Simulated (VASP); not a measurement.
Crystal: BAs.

```
As B
1.0
     0.00000    2.37247    2.37247
     2.37247    0.00000    2.37247
     2.37247    2.37247    0.00000
As B
1 1
Direct
  0.75000 0.75000 0.75000
  0.00000 0.00000 0.00000
```

Base run:

- Program: VASP 6.6.1
- Functional: PBEsol
- Potentials or basis: VASP PAW PBE potentials, release 64 (As, B)
- Cutoff: 520 eV
- k mesh: 10 × 10 × 10
- Occupations: fermi-dirac, width 0.05 eV
- Spin: no spin polarisation

Its results: band gap on the k mesh 1.06 eV, indirect (least direct gap 3.27 eV); pressure 3.0 GPa.

**Question.** After a change of settings the same cell gave: band gap on the k mesh 1.18 eV, indirect (least direct gap 3.30 eV); pressure -1.4 GPa. Which change was it?
A. functional from PBEsol to RPBE; further incar settings from ALGO = Normal; EDIFF = 1e-07; NBANDS = 11 to ALGO = Normal; EDIFF = 1e-06; NBANDS = 11
B. functional from PBEsol to PBE exchange alone; further incar settings from ALGO = Normal; EDIFF = 1e-07; NBANDS = 11 to ALGO = Normal; EDIFF = 1e-06; NBANDS = 11
C. functional from PBEsol to RPBE; dispersion from none to D4
D. functional from PBEsol to LDA; potentials or basis from VASP PAW PBE potentials, release 64 (As, B) to VASP PAW LDA potentials, release 64 (As, B)

**Answer.** C.

Caveats: the PAW data sets were made with another functional, which shifts forces and pressure a little.
